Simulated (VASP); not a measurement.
# BaS: single point with HSE06

The system is BaS.

```
CELL_PARAMETERS angstrom
3.62444 0.00000 0.00000
0.00000 3.62444 0.00000
0.00000 0.00000 3.89326
ATOMIC_POSITIONS crystal
Ba 0.00000 0.00000 0.00000
S 0.50000 0.50000 0.50000
```

This cell differs from its parent crystal: epitaxial xy strain -5.5%.

```json
{
  "Program": "VASP 6.6.1",
  "Task": "single point",
  "Functional": "HSE06",
  "Potentials or basis": "VASP PAW PBE potentials, release 64 (Ba_sv, S)",
  "Cutoff": "520 eV",
  "k mesh": "4 × 4 × 4",
  "Occupations": "gaussian, width 0.01 eV",
  "Spin": "no spin polarisation",
  "Dipole correction": "no",
  "Grid for exact exchange (PRECFOCK)": "Normal",
  "Further INCAR settings": "ALGO = Normal; EDIFF = 1e-06; NBANDS = 15",
  "Share of exact exchange": "0.25",
  "Screening parameter": "0.2079 1/Å"
}
```

```json
{
 "Pressure": "6.5 GPa",
 "Band gap on the k mesh": "1.83 eV (least direct gap 1.91 eV)"
}
```

Stress tensor (GPa, compression positive):
```
9.54 0.00 0.00
0.00 9.54 0.00
0.00 0.00 0.27
```

Levels at points of the mesh, in eV from the valence-band top:
```
           k point  band 5  band 6  band 7  band 8  band 9  band 10  band 11  band 12
(0.00, 0.00, 0.00)  -12.61   -0.61   -0.08   -0.08    1.83     1.95     5.55     7.67
(0.50, 0.00, 0.00)  -10.78   -3.68   -1.63   -0.76    3.33     7.08     8.02     8.28
(0.50, 0.50, 0.00)  -12.05   -1.83   -1.83   -0.57    3.18     3.55     4.62     4.62
(0.00, 0.00, 0.50)  -10.60   -3.62   -0.91   -0.91    2.96     6.90     7.37     8.73
(0.50, 0.00, 0.50)  -12.23   -1.85   -1.59    0.00    2.87     4.64     5.27     5.78
(0.50, 0.50, 0.50)  -11.61   -3.67   -3.66   -3.66    8.57     8.83     9.27     9.27
```

It took 4.7 min on 1 thread of Intel(R) Xeon(R) 6975P-C (Granite Rapids) (shared host), peak memory 0.28 GiB.

Caveat: the k points lie up to 0.43 Å⁻¹ apart; the cell differs from its parent crystal (epitaxial xy strain -5.5%); the structure was generated, so it needn't be the stable form of BaS; the PAW data sets were made with another functional, which shifts forces and pressure a little; spin-orbit coupling is left out, which moves the levels of the heavy elements. A k mesh can miss the band edges.
